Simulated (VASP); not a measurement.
# K (I4/mmm) in VASP: single point with PBEsol

Aim: the single point of K with PBEsol.

Everything below comes from runs of VASP 6.6.1. Logs are shortened: lines on timing, memory, paths and dates and some standing lists are left out, and cuts for length are marked.

## 1. The cell of the first run

Symmetry: I4/mmm, No. 139, tetragonal system. The conventional cell has a = 5.236 Å, b = 5.236 Å, c = 5.393 Å, α = 90.00°, β = 90.00°, γ = 90.00°.

## 2. Single point, PBEsol (strain along c alone, the other axes held: +3.0 %)

The input, INCAR:

```
SYSTEM = K
  PREC = Accurate
  ENCUT = 520
  EDIFF = 1E-6
  ISMEAR = 0
  SIGMA = 0.1
  LREAL = .False.
  LASPH = .True.
  NELM = 100
  ALGO = Fast
  ISIF = 2
  LWAVE = .False.
  LCHARG = .True.
  GGA = PS
  LELF = .True.
  LVHAR = .True.
  NBANDS = 16
```

The input, KPOINTS:

```
Automatic mesh
0
Gamma
  10 10 10
  0 0 0
```

The input, POSCAR:

```
K
1.0
    5.2360000000      0.0000000000      0.0000000000
    0.0000000000      5.2360000000      0.0000000000
    0.0000000000      0.0000000000      5.3930800000
K
2
Direct
    0.0000000000      0.0000000000      0.0000000000
    0.5000000000      0.5000000000      0.5000000000
```

Potentials or basis: VASP PAW PBE potentials, release 64 (K_sv).

On the command line:

```console
> cat potpaw_PBE.64/K_sv/POTCAR > POTCAR
> mpirun -np 1 vasp_std > vasp.out
```

OUTCAR:

```text
SYSTEM = K
   PREC = Accurate
   ENCUT = 520
   EDIFF = 1E-6
   ISMEAR = 0
   LREAL = .False.
   LASPH = .True.
   NELM = 100
   ISIF = 2
   GGA = PS

 ion  position               nearest neighbor table
   1  0.000  0.000  0.000-
   2  0.500  0.500  0.500-

  LATTYP: Found a simple tetragonal cell.
 ALAT       =     5.2360000000
 C/A-ratio  =     1.0300000000

  Lattice vectors:

 A1 = (   5.2360000000,   0.0000000000,   0.0000000000)
 A2 = (   0.0000000000,   5.2360000000,   0.0000000000)
 A3 = (   0.0000000000,   0.0000000000,   5.3930800000)

Analysis of symmetry for initial positions (statically):
=====================================================================
 Subroutine PRICEL returns following result:

  LATTYP: Found a body centered tetragonal cell.
 ALAT       =     5.2360000000
 C/A-ratio  =     1.0300000000

  Lattice vectors:

 A1 = (  -2.6180000000,  -2.6180000000,  -2.6965400000)
 A2 = (   2.6180000000,   2.6180000000,  -2.6965400000)
 A3 = (   2.6180000000,  -2.6180000000,   2.6965400000)

   2 primitive cells build up your supercell.

 Routine SETGRP: Setting up the symmetry group for a
 simple tetragonal supercell.

 Subroutine GETGRP returns: Found 16 space group operations
 (whereof 16 operations were pure point group operations)
 out of a pool of 16 trial point group operations.

The static configuration has the point symmetry D_4h.

Analysis of symmetry for dynamics (positions and initial velocities):
=====================================================================
 Subroutine PRICEL returns following result:

  LATTYP: Found a body centered tetragonal cell.
 ALAT       =     5.2360000000
 C/A-ratio  =     1.0300000000

  Lattice vectors:

 A1 = (  -2.6180000000,  -2.6180000000,  -2.6965400000)
 A2 = (   2.6180000000,   2.6180000000,  -2.6965400000)
 A3 = (   2.6180000000,  -2.6180000000,   2.6965400000)

   2 primitive cells build up your supercell.

 Routine SETGRP: Setting up the symmetry group for a
 simple tetragonal supercell.

 Subroutine GETGRP returns: Found 16 space group operations
 (whereof 16 operations were pure point group operations)
 out of a pool of 16 trial point group operations.

The dynamic configuration has the point symmetry D_4h.

 Subroutine INISYM returns: Found 16 space group operations
 (whereof 16 operations are pure point group operations),
 and found     2 'primitive' translations

----------------------------------------------------------------------------------------

                                     Primitive cell

  volume of cell :      73.9275

  direct lattice vectors                    reciprocal lattice vectors
    -2.618000000 -2.618000000 -2.696540000     0.000000000 -0.190985485 -0.185422801
     2.618000000  2.618000000 -2.696540000     0.190985485  0.000000000 -0.185422801
     2.618000000 -2.618000000  2.696540000     0.190985485 -0.190985485  0.000000000

  length of vectors
     4.580303044  4.580303044  4.580303044     0.266189915  0.266189915  0.270094263

  position of ions in fractional coordinates (direct lattice)
     0.000000000  0.000000000  0.000000000

  ion indices of the primitive-cell ions
   primitive index   ion index
                 1           1

----------------------------------------------------------------------------------------

 KPOINTS: Automatic mesh

Automatic generation of k-mesh.
 Grid dimensions read from file:
 generate k-points for:   10   10   10

 Generating k-lattice:

  Cartesian coordinates                     Fractional coordinates (reciprocal lattice)
     0.019098549  0.000000000  0.000000000     0.100000000  0.000000000  0.000000000
     0.000000000  0.019098549  0.000000000     0.000000000  0.100000000  0.000000000
     0.000000000  0.000000000  0.018542280     0.000000000  0.000000000  0.100000000

  Length of vectors
     0.019098549  0.019098549  0.018542280

  Shift w.r.t. Gamma in fractional coordinates (k-lattice)
     0.000000000  0.000000000  0.000000000

 Subroutine IBZKPT returns following result:
 ===========================================

 Found    126 irreducible k-points:

 Following reciprocal coordinates:
            Coordinates               Weight
  0.000000  0.000000  0.000000      1.000000
  0.100000  0.000000  0.000000      4.000000
  0.200000  0.000000  0.000000      4.000000
  0.300000  0.000000  0.000000      4.000000
  0.400000  0.000000  0.000000      4.000000
  0.500000  0.000000  0.000000      2.000000
[... 16 lines left out ...]
  0.100000  0.000000  0.100000      8.000000
  0.200000  0.000000  0.100000      8.000000
 [... further k-points ...]
   k-points           NKPTS =    126   k-points in BZ     NKDIM =    126   number of bands    NBANDS=     16
   number of dos      NEDOS =    301   number of ions     NIONS =      2
   total plane-waves  NPLWV =  64000
   dimension x,y,z NGX =    40 NGY =   40 NGZ =   40
   dimension x,y,z NGXF=    80 NGYF=   80 NGZF=   80
   ions per type =               2
   NGX,Y,Z   is equivalent  to a cutoff of  12.70, 12.70, 12.33 a.u.
   NGXF,Y,Z  is equivalent  to a cutoff of  25.40, 25.40, 24.66 a.u.
 SYSTEM =  K
   PREC   = accura    normal or accurate (medium, high low for compatibility)
   ISTART =      0    job   : 0-new  1-cont  2-samecut
   ICHARG =      2    charge: 1-file 2-atom 10-const
   ISPIN  =      1    spin polarized calculation?
   LNONCOLLINEAR =      F non collinear calculations
   LSORBIT =      F    spin-orbit coupling
   LASPH  =      T    aspherical Exc in radial PAW
   ENCUT  =  520.0 eV  38.22 Ry    6.18 a.u.   9.74  9.74 10.03*2*pi/ulx,y,z
   NELM   =    100;   NELMIN=  2; NELMDL= -5     # of ELM steps
   EDIFF  = 0.1E-05   stopping-criterion for ELM
   LREAL  =      F    real-space projection
   EDIFFG = 0.1E-04   stopping-criterion for IOM
   NSW    =      0    number of steps for IOM
   IBRION =     -1    ionic relax: 0-MD 1-quasi-New 2-CG
   NFREE  =      0    steps in history (QN), initial steepest desc. (CG)
   ISIF   =      2    stress and relaxation
   ISYM   =      2    0-nonsym 1-usesym 2-fastsym
   POTIM  = 0.5000    time-step for ionic-motion
   TEBEG  =    0.0;   TEEND  =   0.0 temperature during run
   PSTRESS=    0.0 pullay stress
   NELECT =      18.0000    total number of electrons
   NUPDOWN=      -1.0000    fix difference up-down
   EMIN   =  10.00;   EMAX   =-10.00  energy-range for DOS
   EFERMI =   0.00;   METHOD = LEGACY
   ISMEAR =     0;   SIGMA  =   0.10  broadening in eV -4-tet -1-fermi 0-gaus
   EFERMI_NEDOS =   21; number of points for ismear=-14 and -15
   IALGO  =     68    algorithm
   IMIX   =      4    mixing-type and parameters
     AMIX     =   0.40;   BMIX     =  1.00
     AMIX_MAG =   1.60;   BMIX_MAG =  1.00
  volume/ion in A,a.u.               =      73.93       498.89
  Fermi-wavevector in a.u.,A,eV,Ry     =   0.811373  1.533272  8.957060  0.658325
  Thomas-Fermi vector in A             =   1.920720
   LORBIT       =      0    0 simple, 1 ext, 2 COOP (PROOUT), +10 PAW based schemes
   GGA     = PS    functional components
   LHFCALC =     F    Hartree Fock is set to
   AEXX    =    0.0000 exact exchange contribution
   IVDW    =     0    specifies the selected vdW correction
   LEPSILON=     F    determine dielectric tensor
   LRPA    =     F    only Hartree local field effects (RPA)
 non-spin polarized calculation
 RMM-DIIS sequential band-by-band and
 Gauss-broadening in eV      SIGMA  =   0.10
  energy-cutoff  :      520.00
  volume of cell :      147.86
 maximum number of plane-waves:      4024
 NGX is ok and might be reduce to    40
   NGX = 19   NGY = 19   NGZ = 21

 number of electron      17.9999998 magnetization

 Free energy of the ion-electron system (eV)
  ---------------------------------------------------
  ext. energy  EPLUGINS =         0.00000000
  ---------------------------------------------------
  free energy    TOTEN  =        -2.26731907 eV

  energy without entropy =       -2.25991157  energy(sigma->0) =       -2.26361532

 E-fermi :  -0.1638     XC(G=0):  -5.6837

 val. band max:       -0.1772113295   @ k =   0.5000   0.2000   0.3000
 cond. band min:      -0.1625640585   @ k =   0.5000   0.3000   0.2000
 fundamental gap:      0.0146472710
 Fermi energy:        -0.1637783875

 k-point     1 :       0.0000    0.0000    0.0000
  band No.  band energies     occupation
      1     -32.1752      2.00000
      2     -32.1679      2.00000
      3     -15.7364      2.00000
      4     -15.7326      2.00000
      5     -15.7326      2.00000
      6     -15.6854      2.00000
[... 8 lines left out ...]
     15       4.0675      0.00000
     16       4.0855      0.00000

 k-point     2 :       0.1000    0.0000    0.0000
  band No.  band energies     occupation
      1     -32.1750      2.00000
      2     -32.1681      2.00000
      3     -15.7351      2.00000
      4     -15.7326      2.00000
      5     -15.7314      2.00000
      6     -15.6877      2.00000
[... 8 lines left out ...]
     15       3.9883      0.00000
     16       4.1345      0.00000

 k-point     3 :       0.2000    0.0000    0.0000
  band No.  band energies     occupation
      1     -32.1744      2.00000
      2     -32.1685      2.00000
      3     -15.7321      2.00000
      4     -15.7312      2.00000
      5     -15.7278      2.00000
      6     -15.6940      2.00000
[... 8 lines left out ...]
     15       3.7903      0.00000
     16       3.9568      0.00000

 k-point     4 :       0.3000    0.0000    0.0000
  band No.  band energies     occupation
      1     -32.1736      2.00000
      2     -32.1693      2.00000
      3     -15.7305      2.00000
      4     -15.7253      2.00000
      5     -15.7224      2.00000
      6     -15.7028      2.00000
[... 8 lines left out ...]
     15       3.7393      0.00000
     16       3.7602      0.00000
[... 324 lines left out ...]
 k-point    22 :       0.0000    0.0000    0.1000
  band No.  band energies     occupation
      1     -32.1750      2.00000
      2     -32.1681      2.00000
      3     -15.7359      2.00000
      4     -15.7314      2.00000
      5     -15.7314      2.00000
      6     -15.6872      2.00000
[... 8 lines left out ...]
     15       4.0067      0.00000
     16       4.0178      0.00000

 k-point    23 :       0.1000    0.0000    0.1000
  band No.  band energies     occupation
      1     -32.1748      2.00000
      2     -32.1682      2.00000
      3     -15.7366      2.00000
      4     -15.7303      2.00000
      5     -15.7295      2.00000
      6     -15.6918      2.00000
[... 8 lines left out ...]
     15       3.8711      0.00000
     16       3.9715      0.00000

 k-point    24 :       0.2000    0.0000    0.1000
  band No.  band energies     occupation
      1     -32.1743      2.00000
      2     -32.1687      2.00000
      3     -15.7372      2.00000
      4     -15.7269      2.00000
      5     -15.7249      2.00000
      6     -15.6996      2.00000
[... 8 lines left out ...]
     15       3.7520      0.00000
     16       3.8383      0.00000

 [... further k-points ...]

------------------------ aborting loop because EDIFF is reached ----------------------------------------

  FORCE on cell =-STRESS in cart. coord.  units (eV):
  Direction    XX          YY          ZZ          XY          YZ          ZX
  --------------------------------------------------------------------------------------
  -------------------------------------------------------------------------------------
  Total       -0.1438668     -0.1438668     -0.1413145      0.0000000     -0.0000000     -0.0000000
  in kB       -1.5589600     -1.5589600     -1.5313028      0.0000000     -0.0000000     -0.0000000
  external PRESSURE =      -1.5497409 kB  Pullay stress =       0.0000000 kB

 VOLUME and BASIS-vectors are now :
 -----------------------------------------------------------------------------
  energy-cutoff  :      520.00
  volume of cell :      147.86
      direct lattice vectors                 reciprocal lattice vectors
     5.236000000  0.000000000  0.000000000     0.190985485  0.000000000  0.000000000
     0.000000000  5.236000000  0.000000000     0.000000000  0.190985485  0.000000000
     0.000000000  0.000000000  5.393080000     0.000000000  0.000000000  0.185422801

 POSITION                                       TOTAL-FORCE (eV/Angst)
 -----------------------------------------------------------------------------------
      0.00000      0.00000      0.00000         0.000000      0.000000      0.000000
      2.61800      2.61800      2.69654        -0.000000     -0.000000     -0.000000
 -----------------------------------------------------------------------------------
    total drift:                               -0.000000      0.000000     -0.000000

  FREE ENERGIE OF THE ION-ELECTRON SYSTEM (eV)
  ---------------------------------------------------
  free  energy   TOTEN  =        -2.2673190698 eV

  energy  without entropy=       -2.2599115685  energy(sigma->0) =       -2.26361532
```

Wall time 5.1 min (1 thread of Intel Xeon 8259CL, shared host); peak memory 0.4 GiB.

Results:

```
Free energy            : -2.2673 eV
Pressure               : -0.2 GPa
Band gap on the k mesh : zero (bands 9 and 10 overlap by 2.20 eV)
```

Levels at points of the mesh, in eV from the Fermi level:
| k point | band 6 | band 7 | band 8 | band 9 | band 10 | band 11 | band 12 | band 13 |
| --- | --- | --- | --- | --- | --- | --- | --- | --- |
| (0.00, 0.00, 0.00) | -15.52 | -15.52 | -15.52 | -2.17 | 1.61 | 1.71 | 3.22 | 3.55 |
| (0.50, 0.00, 0.00) | -15.55 | -15.54 | -15.54 | -0.68 | -0.68 | 2.85 | 2.85 | 3.36 |
| (0.50, 0.50, 0.00) | -15.55 | -15.52 | -15.52 | 0.47 | 0.47 | 0.72 | 0.72 | 3.04 |
| (0.00, 0.00, 0.50) | -15.54 | -15.54 | -15.54 | -0.76 | -0.76 | 2.85 | 2.85 | 3.56 |
| (0.50, 0.00, 0.50) | -15.54 | -15.52 | -15.52 | 0.41 | 0.41 | 0.65 | 0.65 | 3.20 |
| (0.50, 0.50, 0.50) | -15.55 | -15.55 | -15.55 | 1.44 | 1.44 | 1.46 | 1.46 | 1.46 |

Caveat: the cell differs from its parent crystal (strain along c alone, the other axes held: +3.0 %); the PAW data sets were made with another functional, which shifts forces and pressure a little.
